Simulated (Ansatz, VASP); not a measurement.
# One calculation of CsPbBr3, two programs

INCAR

```
ALGO = Normal
EDIFF = 1E-6
ENCUT = 500
GGA = PS
GGA_COMPAT = F
ISIF = 2
ISMEAR = 0
LASPH = T
LCHARG = T
LELF = T
LREAL = F
LVHAR = T
LWAVE = F
NBANDS = 55
NELM = 120
PREC = Accurate
SIGMA = 0.05
```

File KPOINTS:

```
k-points
0
Gamma
  6 6 6
```

The input POSCAR:

```
CsPbBr3
1.0
   -4.0572464289      4.0572464289      5.9540720464
    4.0572464289     -4.0572464289      5.9540720464
    4.0572464289      4.0572464289     -5.9540720464
Cs Pb Br
2 2 6
Direct
    0.7500000000      0.2500000000      0.5000000000
    0.2500000000      0.7500000000      0.5000000000
    0.0000000000      0.0000000000      0.0000000000
    0.5000000000      0.5000000000      0.0000000000
    0.2500000000      0.2500000000      0.0000000000
    0.7500000000      0.7500000000      0.0000000000
    0.6844027349      0.1844027349      0.8688054699
    0.3155972651      0.8155972651      0.1311945301
    0.1844027349      0.3155972651      0.5000000000
    0.8155972651      0.6844027349      0.5000000000
```

Input for Ansatz:

```yaml
crystal:
  lattice:
    - [-4.0572464289, 4.0572464289, 5.9540720464]
    - [4.0572464289, -4.0572464289, 5.9540720464]
    - [4.0572464289, 4.0572464289, -5.9540720464]
  atoms:
    - { symbol: Cs, position: [0.75, 0.25, 0.5] }
    - { symbol: Cs, position: [0.25, 0.75, 0.5] }
    - { symbol: Pb, position: [0.0, 0.0, 0.0] }
    - { symbol: Pb, position: [0.5, 0.5, 0.0] }
    - { symbol: Br, position: [0.25, 0.25, 0.0] }
    - { symbol: Br, position: [0.75, 0.75, 0.0] }
    - { symbol: Br, position: [0.6844027349, 0.1844027349, 0.8688054699] }
    - { symbol: Br, position: [0.3155972651, 0.8155972651, 0.1311945301] }
    - { symbol: Br, position: [0.1844027349, 0.3155972651, 0.5] }
    - { symbol: Br, position: [0.8155972651, 0.6844027349, 0.5] }
basis:
  ecutwfc: 420
kpoints:
  mp_grid: { grid: [6, 6, 6] }
hamiltonian:
  xc: pbesol
scf:
  occupations: { method: gaussian, width: 0.05 }
output:
  forces: true
  stress: true
  eigenvalues: true
  write_density: true
  write_potential: true
  elf: true
  volumetric_format: npy
```

Alike in both runs: task single point; functional PBEsol; k mesh 6 × 6 × 6; occupations gaussian, width 0.05 eV; no spin polarisation.

|  | VASP | Ansatz |
| --- | --- | --- |
| version | VASP 6.6.1 | Ansatz 0.2.0 |
| potentials or method | VASP PAW PBE potentials, release 64 (Cs_sv, Pb_d, Br), cutoff 500 eV | scalar-relativistic, plane waves, PAW |
| valence electrons in the cell | 88 | 88 |

```csv
,VASP,Ansatz,Ansatz less VASP
gap on the k mesh at the Fermi level (eV),1.65,1.65,0.000
least direct gap on the mesh (eV),1.65,1.65,0.000
pressure (GPa),0.0,0.0,-0.01
```

VASP's potentials were made for PBE, not for PBEsol.

Spin-orbit coupling is off throughout.
